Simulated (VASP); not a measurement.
NaCaI3:

```xyz
5
Lattice="6.1565 0.0000 0.0000 0.0000 6.1565 0.0000 0.0000 0.0000 6.1565" Properties=species:S:1:pos:R:3 pbc="T T T"
Na    0.0000    0.0000    0.0000
Ca    3.0783    3.0783    3.0783
I     3.0783    3.0783    0.0000
I     3.0783    0.0000    3.0783
I     0.0000    3.0783    3.0783
```

This cell differs from its parent crystal: strain +0.5%.

Base run:

```yaml
Program: VASP 6.6.1
Functional: r2SCAN
Potentials_or_basis: VASP PAW PBE potentials, release 64 (Na_pv, Ca_sv, I)
Cutoff: 520 eV
k_mesh: 4 × 4 × 4
Occupations: gaussian, width 0.01 eV
Spin: no spin polarisation
```

Its results: band gap on the k mesh 3.08 eV, indirect (least direct gap 3.44 eV); pressure -0.2 GPa.

Problem. The run is repeated on the same cell with these changes: functional from r2SCAN to PBE; occupations from gaussian, width 0.01 eV to fermi-dirac, width 0.02 eV. What comes out?

Solution. Band gap on the k mesh 2.40 eV, indirect (least direct gap 2.74 eV); pressure 0.0 GPa.

Caveats: spin-orbit coupling is left out, which moves the levels of the heavy elements; the PAW data sets were made with another functional, which shifts forces and pressure a little (some runs).

A k mesh can miss the band edges.
